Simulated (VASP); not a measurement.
Here is a VASP 6.6.1 calculation.

File POSCAR:

```
Si
1.0
    2.5135656274      0.0000000000      0.0000000000
   -1.2567828137      2.1768116874      0.0000000000
    0.0000000000      0.0000000000      2.4007400521
Si
1
Direct
    0.0000000000      0.0000000000      0.0000000000
```

The input INCAR.step1:

```
SYSTEM = Si
ALGO = Normal
EDIFF = 1E-4
ENCUT = 520
GGA = PE
ISMEAR = 0
LASPH = .True.
LCHARG = .False.
LREAL = .False.
LWAVE = .True.
NBANDS = 8
NELM = 60
PREC = Accurate
SIGMA = 0.1
```

File INCAR.step2:

```
SYSTEM = Si
ALGO = Normal
EDIFF = 1E-6
ENCUT = 520
ISIF = 2
ISMEAR = 0
ISTART = 1
LASPH = .True.
LCHARG = .False.
LMIXTAU = .True.
LREAL = .False.
LWAVE = .False.
METAGGA = R2SCAN
NBANDS = 8
NELM = 60
PREC = Accurate
SIGMA = 0.1
```

Contents of KPOINTS:

```
k-points
0
Gamma
  18 18 16
  0 0 0
```

Potentials or basis: VASP PAW PBE potentials, release 64 (Si).

Command:

```console
$ cat potpaw_PBE.64/Si/POTCAR > POTCAR
$ cp INCAR.step1 INCAR
$ mpirun -np 1 vasp_std > vasp.out
$ cp INCAR.step2 INCAR
$ mpirun -np 1 vasp_std > vasp.out
```

Estimate the band gap on the k mesh.

zero (bands 2 and 3 overlap by 13.21 eV).

Predict the pressure.

19.0 GPa.

Stress tensor (GPa, compression positive):
```
19.02  0.00  0.00
 0.00 19.02  0.00
 0.00  0.00 18.88
```

Caveat: the cell stands under pressure; the PAW data sets were made with another functional, which shifts forces and pressure a little.
